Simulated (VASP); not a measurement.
# GaSb (F-43m) in VASP: a series of runs

GaSb is run at these levels: BHLYP, PBEsol-based screened hybrid with 25 % exact exchange, PBEsol; tasks: single point.

Program: VASP 6.6.1. These are calculated values, not measurements. Logs are shortened: lines on timing, memory, paths and dates and some standing lists are left out, and cuts for length are marked.

**1. The cell of the first run**

Symmetry: F-43m, No. 216, cubic system. The conventional cell has a = 6.199 Å, b = 6.199 Å, c = 6.199 Å, α = 90.00°, β = 90.00°, γ = 90.00°. Within 3.5 Å of Sb (site symmetry -43m) lie 4 Ga at 2.68 Å. Within 3.5 Å of Ga (site symmetry -43m) lie 4 Sb at 2.68 Å.

**2. Single point, BHLYP**

Input file POSCAR:

```
GaSb
1.0
    0.0000000000      3.0992546163      3.0992546163
    3.0992546163      0.0000000000      3.0992546163
    3.0992546163      3.0992546163      0.0000000000
Sb Ga
1 1
Direct
    0.7500000000      0.7500000000      0.7500000000
    0.0000000000      0.0000000000      0.0000000000
```

Input file INCAR.step1:

```
PREC = Accurate
ENCUT = 520
EDIFF = 1E-5
ISMEAR = -1
SIGMA = 0.05
LREAL = False
LASPH = True
NELM = 100
ALGO = Normal
ISIF = 2
LWAVE = True
LCHARG = False
NBANDS = 16
GGA = PE
```

Input file INCAR.step2:

```
PREC = Accurate
ENCUT = 520
EDIFF = 1E-6
ISMEAR = -1
SIGMA = 0.05
LREAL = False
LASPH = True
NELM = 100
ALGO = Normal
ISIF = 2
LWAVE = False
LCHARG = False
GGA = B5
LHFCALC = True
AEXX = 0.5
ALDAX = 0.5
AGGAX = 0.5
AGGAC = 1.0
ALDAC = 0.0
PRECFOCK = Normal
NBANDS = 16
ISTART = 1
```

Input file KPOINTS:

```
regular mesh
0
Gamma
  4 4 4
```

Potentials or basis: VASP PAW PBE potentials, release 64 (Sb, Ga_d).

Command:

```
$ cat potpaw_PBE.64/Sb/POTCAR potpaw_PBE.64/Ga_d/POTCAR > POTCAR
$ cp INCAR.step1 INCAR
$ mpirun -np 1 vasp_std > vasp.out
$ cp INCAR.step2 INCAR
$ mpirun -np 1 vasp_std > vasp.out
```

OUTCAR:

```text
PREC = Accurate
   ENCUT = 520
   EDIFF = 1E-6
   ISMEAR = -1
   LREAL = False
   LASPH = True
   NELM = 100
   ISIF = 2
   GGA = B5
   LHFCALC = True
   AEXX = 0.5
   PRECFOCK = Normal
   ISTART = 1

 ion  position               nearest neighbor table
   1  0.750  0.750  0.750-   2 2.68   2 2.68   2 2.68   2 2.68
   2  0.000  0.000  0.000-   1 2.68   1 2.68   1 2.68   1 2.68

  LATTYP: Found a face centered cubic cell.
 ALAT       =     6.1985092326

  Lattice vectors:

 A1 = (   0.0000000000,   3.0992546163,   3.0992546163)
 A2 = (   3.0992546163,   0.0000000000,   3.0992546163)
 A3 = (   3.0992546163,   3.0992546163,   0.0000000000)

Analysis of symmetry for initial positions (statically):
=====================================================================
 Subroutine PRICEL returns:
 Original cell was already a primitive cell.

 Routine SETGRP: Setting up the symmetry group for a
 face centered cubic supercell.

 Subroutine GETGRP returns: Found 24 space group operations
 (whereof 24 operations were pure point group operations)
 out of a pool of 48 trial point group operations.

The static configuration has the point symmetry T_d .

Analysis of symmetry for dynamics (positions and initial velocities):
=====================================================================
 Subroutine PRICEL returns:
 Original cell was already a primitive cell.

 Routine SETGRP: Setting up the symmetry group for a
 face centered cubic supercell.

 Subroutine GETGRP returns: Found 24 space group operations
 (whereof 24 operations were pure point group operations)
 out of a pool of 48 trial point group operations.

The dynamic configuration has the point symmetry T_d .

 Subroutine INISYM returns: Found 24 space group operations
 (whereof 24 operations are pure point group operations),
 and found     1 'primitive' translations

----------------------------------------------------------------------------------------

                                     Primitive cell

  volume of cell :      59.5390

  direct lattice vectors                    reciprocal lattice vectors
     0.000000000  3.099254616  3.099254616    -0.161329114  0.161329114  0.161329114
     3.099254616  0.000000000  3.099254616     0.161329114 -0.161329114  0.161329114
     3.099254616  3.099254616  0.000000000     0.161329114  0.161329114 -0.161329114

  length of vectors
     4.383007912  4.383007912  4.383007912     0.279430221  0.279430221  0.279430221

  position of ions in fractional coordinates (direct lattice)
     0.750000000  0.750000000  0.750000000
     0.000000000  0.000000000  0.000000000

  ion indices of the primitive-cell ions
   primitive index   ion index
                 1           1
                 2           2

----------------------------------------------------------------------------------------

 KPOINTS: regular mesh

Automatic generation of k-mesh.
 Grid dimensions read from file:
 generate k-points for:    4    4    4

 Generating k-lattice:

  Cartesian coordinates                     Fractional coordinates (reciprocal lattice)
    -0.040332278  0.040332278  0.040332278     0.250000000  0.000000000  0.000000000
     0.040332278 -0.040332278  0.040332278     0.000000000  0.250000000  0.000000000
     0.040332278  0.040332278 -0.040332278     0.000000000  0.000000000  0.250000000

  Length of vectors
     0.069857555  0.069857555  0.069857555

  Shift w.r.t. Gamma in fractional coordinates (k-lattice)
     0.000000000  0.000000000  0.000000000

 Subroutine IBZKPT returns following result:
 ===========================================

 Found      8 irreducible k-points:

 Following reciprocal coordinates:
            Coordinates               Weight
  0.000000  0.000000  0.000000      1.000000
  0.250000  0.000000  0.000000      8.000000
  0.500000  0.000000  0.000000      4.000000
  0.250000  0.250000  0.000000      6.000000
  0.500000  0.250000  0.000000     24.000000
 -0.250000  0.250000  0.000000     12.000000
  0.500000  0.500000  0.000000      3.000000
 -0.250000  0.500000  0.250000      6.000000
   k-points           NKPTS =      8   k-points in BZ     NKDIM =     64   number of bands    NBANDS=     16
   number of dos      NEDOS =    301   number of ions     NIONS =      2
   total plane-waves  NPLWV =  46656
   dimension x,y,z NGX =    36 NGY =   36 NGZ =   36
   dimension x,y,z NGXF=    72 NGYF=   72 NGZF=   72
   ions per type =               1   1
   NGX,Y,Z   is equivalent  to a cutoff of  13.65, 13.65, 13.65 a.u.
   NGXF,Y,Z  is equivalent  to a cutoff of  27.31, 27.31, 27.31 a.u.
 SYSTEM =  unknown system
   PREC   = accura    normal or accurate (medium, high low for compatibility)
   ISTART =      1    job   : 0-new  1-cont  2-samecut
   ICHARG =      0    charge: 1-file 2-atom 10-const
   ISPIN  =      1    spin polarized calculation?
   LNONCOLLINEAR =      F non collinear calculations
   LSORBIT =      F    spin-orbit coupling
   LASPH  =      T    aspherical Exc in radial PAW
   ENCUT  =  520.0 eV  38.22 Ry    6.18 a.u.   8.15  8.15  8.15*2*pi/ulx,y,z
   NELM   =    100;   NELMIN=  2; NELMDL=  0     # of ELM steps
   EDIFF  = 0.1E-05   stopping-criterion for ELM
   LREAL  =      F    real-space projection
   EDIFFG = 0.1E-04   stopping-criterion for IOM
   NSW    =      0    number of steps for IOM
   IBRION =     -1    ionic relax: 0-MD 1-quasi-New 2-CG
   NFREE  =      0    steps in history (QN), initial steepest desc. (CG)
   ISIF   =      2    stress and relaxation
   ISYM   =      3    0-nonsym 1-usesym 2-fastsym
   POTIM  = 0.5000    time-step for ionic-motion
   TEBEG  =    0.0;   TEEND  =   0.0 temperature during run
   PSTRESS=    0.0 pullay stress
   NELECT =      18.0000    total number of electrons
   NUPDOWN=      -1.0000    fix difference up-down
   EMIN   =  10.00;   EMAX   =-10.00  energy-range for DOS
   EFERMI =   0.00;   METHOD = LEGACY
   ISMEAR =    -1;   SIGMA  =   0.05  broadening in eV -4-tet -1-fermi 0-gaus
   EFERMI_NEDOS =   21; number of points for ismear=-14 and -15
   IALGO  =     38    algorithm
   IMIX   =      1    mixing-type and parameters
     AMIX     =   0.40;   BMIX     =  1.00
     AMIX_MAG =   1.60;   BMIX_MAG =  1.00
  volume/ion in A,a.u.               =      29.77       200.89
  Fermi-wavevector in a.u.,A,eV,Ry     =   1.098749  2.076334 16.425619  1.207249
  Thomas-Fermi vector in A             =   2.235132
   LORBIT       =      0    0 simple, 1 ext, 2 COOP (PROOUT), +10 PAW based schemes
   GGA     = B5    functional components
   LHFCALC =     T    Hartree Fock is set to
   PRECFOCK=normal    Normal, Fast or Accurate (Low or Medium for compatibility)
   ENCUT4O =  -1.0   cutoff for four orbital integrals eV
   NKREDX  =     1    reduce k-point grid by
   NKREDY  =     1    reduce k-point grid by
   NKREDZ  =     1    reduce k-point grid by
   AEXX    =    0.5000 exact exchange contribution
   HFSCREEN=    0.0000 screening length (either q_TF or 0.3 A-1)
   HFSCREENC=   0.0000 screening length for correlation (either q_TF or 0.3 A-1)
   ENCUTFOCK=  -1.0 apply spherical cutoff to Coloumb kernel
   IVDW    =     0    specifies the selected vdW correction
   LEPSILON=     F    determine dielectric tensor
   LRPA    =     F    only Hartree local field effects (RPA)
 non-spin polarized calculation
  energy-cutoff  :      520.00
  volume of cell :       59.54
 maximum number of plane-waves:      1639
 NGX is ok and might be reduce to    36
  NGX = 28; NGY = 28; NGZ = 28

 number of electron      17.9999991 magnetization

 Free energy of the ion-electron system (eV)
  ---------------------------------------------------
  ext. energy  EPLUGINS =         0.00000000
  ---------------------------------------------------
  free energy    TOTEN  =       -11.80158175 eV

  energy without entropy =      -11.80158175  energy(sigma->0) =      -11.80158175

 E-fermi :   4.2352     XC(G=0):  -4.6616

 val. band max:        3.1600585847   @ k =   0.0000   0.0000   0.0000
 cond. band min:       6.1069038633   @ k =   0.0000   0.0000   0.0000
 fundamental gap:      2.9468452786
 Fermi energy:         4.2352289809

 k-point     1 :       0.0000    0.0000    0.0000
  band No.  band energies     occupation
      1     -17.1559      2.00000
      2     -17.1559      2.00000
      3     -17.1559      2.00000
      4     -17.1044      2.00000
      5     -17.1044      2.00000
      6     -10.0426      2.00000
[... 8 lines left out ...]
     15      15.2489      0.00000
     16      15.2489      0.00000

 k-point     2 :       0.2500    0.0000    0.0000
  band No.  band energies     occupation
      1     -17.1603      2.00000
      2     -17.1516      2.00000
      3     -17.1516      2.00000
      4     -17.1048      2.00000
      5     -17.1048      2.00000
      6      -9.3422      2.00000
[... 8 lines left out ...]
     15      14.2150      0.00000
     16      14.2150      0.00000

 k-point     3 :       0.5000    0.0000    0.0000
  band No.  band energies     occupation
      1     -17.1647      2.00000
      2     -17.1476      2.00000
      3     -17.1476      2.00000
      4     -17.1048      2.00000
      5     -17.1048      2.00000
      6      -8.1853      2.00000
[... 8 lines left out ...]
     15      16.8285      0.00000
     16      16.8285      0.00000

 k-point     4 :       0.2500    0.2500    0.0000
  band No.  band energies     occupation
      1     -17.1666      2.00000
      2     -17.1471      2.00000
      3     -17.1471      2.00000
      4     -17.1076      2.00000
      5     -17.1033      2.00000
      6      -9.0891      2.00000
[... 8 lines left out ...]
     15      15.9052      0.00000
     16      16.1463      0.00000

 k-point     5 :       0.5000    0.2500    0.0000
  band No.  band energies     occupation
      1     -17.1703      2.00000
      2     -17.1432      2.00000
      3     -17.1427      2.00000
      4     -17.1082      2.00000
      5     -17.1036      2.00000
      6      -7.8309      2.00000
[... 8 lines left out ...]
     15      16.9327      0.00000
     16      17.3399      0.00000

 k-point     6 :      -0.2500    0.2500    0.0000
  band No.  band energies     occupation
      1     -17.1662      2.00000
      2     -17.1468      2.00000
      3     -17.1454      2.00000
      4     -17.1056      2.00000
      5     -17.1053      2.00000
      6      -8.3206      2.00000
[... 8 lines left out ...]
     15      15.4005      0.00000
     16      17.4670      0.00000

 k-point     7 :       0.5000    0.5000    0.0000
  band No.  band energies     occupation
      1     -17.1766      2.00000
      2     -17.1381      2.00000
      3     -17.1381      2.00000
      4     -17.1117      2.00000
      5     -17.1021      2.00000
      6      -7.2082      2.00000
[... 8 lines left out ...]
     15      17.8266      0.00000
     16      18.0446      0.00000

 k-point     8 :      -0.2500    0.5000    0.2500
  band No.  band energies     occupation
      1     -17.1719      2.00000
      2     -17.1431      2.00000
      3     -17.1388      2.00000
      4     -17.1085      2.00000
      5     -17.1043      2.00000
      6      -7.1658      2.00000
[... 8 lines left out ...]
     15      16.8847      0.00000
     16      18.3515      0.00000

------------------------ aborting loop because EDIFF is reached ----------------------------------------

  FORCE on cell =-STRESS in cart. coord.  units (eV):
  Direction    XX          YY          ZZ          XY          YZ          ZX
  --------------------------------------------------------------------------------------
  -------------------------------------------------------------------------------------
  Total       -1.0316416     -1.0316416     -1.0316416      0.0000000      0.0000000      0.0000000
  in kB      -27.7611632    -27.7611632    -27.7611632      0.0000000      0.0000000      0.0000000
  external PRESSURE =     -27.7611632 kB  Pullay stress =       0.0000000 kB

 VOLUME and BASIS-vectors are now :
 -----------------------------------------------------------------------------
  energy-cutoff  :      520.00
  volume of cell :       59.54
      direct lattice vectors                 reciprocal lattice vectors
     0.000000000  3.099254616  3.099254616    -0.161329114  0.161329114  0.161329114
     3.099254616  0.000000000  3.099254616     0.161329114 -0.161329114  0.161329114
     3.099254616  3.099254616  0.000000000     0.161329114  0.161329114 -0.161329114

 POSITION                                       TOTAL-FORCE (eV/Angst)
 -----------------------------------------------------------------------------------
      4.64888      4.64888      4.64888        -0.000000     -0.000000     -0.000000
      0.00000      0.00000      0.00000         0.000000      0.000000      0.000000
 -----------------------------------------------------------------------------------
    total drift:                                0.000023      0.000032      0.000014

  FREE ENERGIE OF THE ION-ELECTRON SYSTEM (eV)
  ---------------------------------------------------
  free  energy   TOTEN  =       -11.8015817481 eV

  energy  without entropy=      -11.8015817480  energy(sigma->0) =      -11.80158175
```

Run time: 18 min. Hardware: 1 thread of AMD EPYC 7R43 (Zen 3), shared host; peak memory 0.18 GiB.

What came out:

```yaml
Free_energy: -11.8016 eV
Pressure: -2.8 GPa
Band_gap_on_the_k_mesh: 2.95 eV
```

Levels at points of the mesh, in eV from the valence-band top:
```csv
k point,band 7,band 8,band 9,band 10,band 11,band 12
"(0.00, 0.00, 0.00)",0.00,0.00,0.00,2.95,5.91,5.91
"(0.50, 0.00, 0.00)",-7.17,-1.24,-1.24,3.30,6.97,6.97
"(0.50, 0.50, 0.00)",-7.74,-2.80,-2.80,3.83,4.28,12.48
```

Caveat: the k points lie up to 0.44 Å⁻¹ apart; the PAW data sets were made with another functional, which shifts forces and pressure a little; spin-orbit coupling is left out, which moves the levels of the heavy elements. A k mesh can miss the band edges.

(Part 1 of 2 ends here.)
